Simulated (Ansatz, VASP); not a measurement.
**One calculation of Ir, two programs**

INCAR

```
SYSTEM = Ir
PREC = Accurate ; ENCUT = 560
EDIFF = 1E-7 ; ISMEAR = -1
SIGMA = 0.05 ; LREAL = .FALSE.
LASPH = .TRUE. ; NELM = 200
ALGO = Normal ; ISIF = 3
LWAVE = .FALSE. ; LCHARG = .FALSE.
ISPIN = 2 ; MAGMOM = 1
LORBIT = 11 ; LMAXMIX = 4
GGA = B5 ; ALDAX = 1.0
AGGAX = 1.0 ; AGGAC = 1.0
ALDAC = 0.0 ; IBRION = 2
NSW = 80 ; EDIFFG = -0.01
GGA_COMPAT = .FALSE. ; NELMIN = 4
```

The input KPOINTS:

```
Automatic mesh
0
G
  14 14 14
  0 0 0
```

Contents of POSCAR:

```
Ir
1.0
    0.0000000000      1.9197000000      1.9197000000
    1.9197000000      0.0000000000      1.9197000000
    1.9197000000      1.9197000000      0.0000000000
Ir
1
Direct
    0.0000000000      0.0000000000      0.0000000000
```

Input for Ansatz:

```yaml
crystal:
  lattice:
    - [0.0, 1.9197, 1.9197]
    - [1.9197, 0.0, 1.9197]
    - [1.9197, 1.9197, 0.0]
  atoms:
    - { symbol: Ir, position: [0.0, 0.0, 0.0], spin: 1.0 }
hamiltonian:
  xc: blyp
  pseudopotentials:
    kind: paw
    azcp:
      Ir: "pseudopotentials/Ir.paw.azcp"
basis:
  ecutwfc: 420
  fft_grid_basis: typed
kpoints:
  mp_grid: { grid: [14, 14, 14], shift: [0, 0, 0] }
magnetization:
  spin_polarized: true
scf:
  occupations: { method: fermi_dirac, width: 0.05 }
relax:
  max_steps: 60
  f_tol: 0.01
  cell: {}
```

Alike in both runs: task relaxation of cell and atoms; functional BLYP; k mesh 14 × 14 × 14; occupations fermi-dirac, width 0.05 eV; collinear spin.

```csv
,VASP,Ansatz
version,VASP 6.6.1,Ansatz 0.2.0
potentials or method,"VASP PAW PBE potentials, release 64 (Ir_sv_GW), cutoff 560 eV","plane waves (420 eV) with PAW, scalar-relativistic"
valence electrons in the cell,17,17
```

```csv
,VASP,Ansatz,Ansatz less VASP
net moment per atom (μB),0.00,0.00,0.000
relaxed volume (Å³/atom),15.21,15.25,+0.046
relaxed length of the cell vector where the two differ most in proportion (Å),2.781,2.784,+0.0028
```

VASP's potentials were made for PBE, not for BLYP. Ansatz's warnings: seeded moment not kept.

Neither program's run includes spin-orbit coupling.
